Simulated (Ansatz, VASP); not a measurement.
# Mo in VASP and in Ansatz

The input INCAR:

```
PREC     = Accurate       # precision mode
ENCUT    = 520            # plane-wave cutoff, eV
EDIFF    = 1E-6           # SCF threshold, eV
ISMEAR   = -1             # smearing method
SIGMA    = 0.05           # smearing width, eV
LREAL    = F              # projectors in reciprocal space
LASPH    = T              # aspherical terms in the spheres
NELM     = 100            # most SCF steps
ALGO     = Normal         # electronic algorithm
ISIF     = 2              # what is computed and relaxed
LWAVE    = F              # write WAVECAR
LCHARG   = F              # write CHGCAR
GGA      = PE             # functional
NBANDS   = 13             # bands
```

The input KPOINTS:

```
regular mesh
0
Gamma
  10 10 10
```

POSCAR

```
Mo
1.0
   -1.5838089719      1.5838089719      1.5838089719
    1.5838089719     -1.5838089719      1.5838089719
    1.5838089719      1.5838089719     -1.5838089719
Mo
1
Direct
    0.0000000000      0.0000000000      0.0000000000
```

The input input.yaml:

```yaml
crystal:
  lattice:
    - [-1.5838089719, 1.5838089719, 1.5838089719]
    - [1.5838089719, -1.5838089719, 1.5838089719]
    - [1.5838089719, 1.5838089719, -1.5838089719]
  atoms:
    - { symbol: Mo, position: [0.0, 0.0, 0.0] }
hamiltonian:
  xc: pbe
  pseudopotentials: { kind: paw }
kpoints:
  mp_grid: { grid: [10, 10, 10] }
  band_path:
    path:
      - [[0.0, 0.0, 0.0], [0.5, -0.5, 0.5], [0.0, 0.0, 0.5], [0.0, 0.0, 0.0], [0.25, 0.25, 0.25], [0.5, -0.5, 0.5]]
      - [[0.25, 0.25, 0.25], [0.0, 0.0, 0.5]]
    npoints: 14
scf:
  occupations: { method: fermi_dirac, width: 0.05 }
  n_extra_bands: 6
output:
  forces: true
  stress: true
  eigenvalues: true
  fatbands: false
```

Alike in both runs: functional PBE; k mesh 10 × 10 × 10; occupations fermi-dirac, width 0.05 eV; no spin polarisation.

|  | VASP | Ansatz |
| --- | --- | --- |
| version | VASP 6.6.1 | Ansatz 0.2.0 |
| potentials or method | VASP PAW PBE potentials, release 64 (Mo_sv) | Ansatz PAW |
| plane-wave cutoff (eV) | 520 | 420 |
| valence electrons in the cell | 14 | 14 |
| task | single point | band structure |

VASP gave:

```
gap on the k mesh at the Fermi level (eV) : none
pressure (GPa)                            : -1.5
```

Question: What did Ansatz give for the same quantities?

Answer: gap on the k mesh at the Fermi level (eV): none; pressure (GPa): -2.0.

A gap of «none» marks a metal or a gap that the smearing closes.
